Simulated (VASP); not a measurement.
TaN:

```
Ta N
1.0
     2.68000    0.00000    0.00000
     0.00000    2.68000    0.00000
     0.00000    0.00000    2.68000
Ta N
1 1
Direct
  0.00000 0.00000 0.00000
  0.50000 0.50000 0.50000
```

| Quantity | Value |
| --- | --- |
| Program | VASP 6.6.1 |
| Task | relaxation of cell and atoms |
| Functional | PBE |
| Potentials or basis | VASP PAW PBE potentials, release 64 (Ta_pv, N) |
| Cutoff | 600 eV |
| k mesh | 8 × 8 × 8 |
| Occupations | fermi-dirac, width 0.1 eV |
| Spin | no spin polarisation |

At the start: pressure 31.4 GPa; volume 9.62 Å³/atom.

Task: How do energy, volume and symmetry change on relaxing?

Result: Over 4 steps the energy falls by 77.4 meV/atom and the volume is 10.48 Å³/atom (+8.9 %); space group Pm-3m (No. 221, to 0.05 Å).

Step by step:
| step | energy change (eV) | largest force (eV/Å) | pressure (GPa) | volume (Å³) |
| --- | --- | --- | --- | --- |
| 1 | 0.0000 | 0.0000 | 31.43 | 19.25 |
| 2 | 0.3972 | 0.0000 | -37.26 | 25.00 |
| 3 | -0.1543 | 0.0000 | -1.54 | 21.06 |
| 4 | -0.1548 | 0.0000 | -0.18 | 20.96 |

Final structure:
```
Ta N
1.0
     2.75724    0.00000    0.00000
     0.00000    2.75724    0.00000
     0.00000    0.00000    2.75724
Ta N
1 1
Direct
  0.00000 0.00000 0.00000
  0.50000 0.50000 0.50000
```
